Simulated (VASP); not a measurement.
## Ta2N: single point with PBE

Crystal: Ta2N.

```
Ta N
1.0
     3.35124   -4.46975    0.00000
     3.35124    4.46975    0.00000
     0.00000    0.00000    3.34412
Ta N
4 2
Direct
  0.71476 0.71476 0.00000
  0.28524 0.28524 0.00000
  0.77061 0.22939 0.00000
  0.22939 0.77061 0.00000
  0.00000 0.00000 0.30279
  0.00000 0.00000 0.69721
```

| Property | Result |
| --- | --- |
| Program | VASP 6.6.1 |
| Task | single point |
| Functional | PBE |
| Potentials or basis | VASP PAW PBE potentials, release 64 (Ta_pv, N) |
| Cutoff | 520 eV |
| k mesh | 4 × 4 × 6 |
| Occupations | gaussian, width 0.1 eV |
| Spin | no spin polarisation |

| Quantity | Value |
| --- | --- |
| Pressure | 0.2 GPa |
| Largest force | 0.042 eV/Å |
| Band gap on the k mesh | zero (band 27 reaches 5.77 eV, above the bottom of band 28 at 4.36 eV) |

Forces on the atoms (eV/Å):
```
Ta  -0.042  0.000  0.000
Ta   0.042  0.000  0.000
Ta   0.000  0.015  0.000
Ta   0.000 -0.015  0.000
N    0.000  0.000 -0.005
N    0.000  0.000  0.005
```

Stress tensor (GPa, compression positive):
```
0.22 0.00 0.00
0.00 0.09 0.00
0.00 0.00 0.16
```

Levels at points of the mesh, in eV from the Fermi level:
```
           k point  band 25  band 26  band 27  band 28  band 29  band 30
(0.00, 0.00, 0.00)    -1.38    -1.06    -0.65    -0.41    -0.10    -0.01
(0.50, 0.00, 0.00)    -1.62    -0.99    -0.69    -0.14    -0.03     0.44
(0.50, 0.50, 0.00)    -1.20    -0.85    -0.74    -0.29     0.50     1.24
(0.00, 0.00, 0.50)    -0.90    -0.81     0.85     1.40     1.71     2.35
(0.50, 0.00, 0.50)    -0.70     0.15     0.24     0.42     0.50     1.95
(0.50, 0.50, 0.50)    -0.93    -0.65    -0.54    -0.12     0.84     1.23
```

It took 94 s on 1 thread of Intel(R) Xeon(R) Platinum 8124M CPU @ 3.00GHz (Skylake/Cascade Lake), with other jobs on the host, peak memory 0.25 GiB.

Caveat: spin-orbit coupling is left out, which moves the levels of the heavy elements.
